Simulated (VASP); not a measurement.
MgS, 2 atoms in the cell. Symmetry: F-43m, No. 216, cubic system. Conventional cell: a = 5.662 Å, b = 5.662 Å, c = 5.662 Å, α = 90.00°, β = 90.00°, γ = 90.00°. Mg (site symmetry -43m) has 4 S at 2.45 Å within 3.2 Å. Within 3.2 Å of S (site symmetry -43m) lie 4 Mg at 2.45 Å. 

| Item | Value |
| --- | --- |
| Program | VASP 6.6.1 |
| Task | single point |
| Functional | PBE-based screened hybrid with 10 % exact exchange |
| Potentials or basis | VASP PAW PBE potentials, release 64 (Mg, S) |
| Cutoff | 520 eV |
| k mesh | 4 × 4 × 4 |
| Occupations | gaussian, width 0.01 eV |
| Spin | no spin polarisation |
| Dipole correction | no |
| Grid for exact exchange (PRECFOCK) | Normal |
| Share of exact exchange | 0.1 |
| Further INCAR settings | ALGO = Normal; EDIFF = 1e-06; NBANDS = 11 |
| Screening parameter | 0.1 1/Å |

Potentials or basis: VASP PAW PBE potentials, release 64 (Mg, S).

Run with:

```console
$ cat potpaw_PBE.64/Mg/POTCAR potpaw_PBE.64/S/POTCAR > POTCAR
$ cp INCAR.step1 INCAR
$ mpirun -np 1 vasp_std > vasp.out
$ cp INCAR.step2 INCAR
$ mpirun -np 1 vasp_std > vasp.out
```

Hardware: 1 thread of Intel Xeon 8259CL, on a shared host.

Task: How long does it take, and how much memory?

Result: Run time: 2.1 min on 1 thread of Intel Xeon 8259CL, with other jobs on the host, peak memory 0.27 GiB. Counts: k points 8.
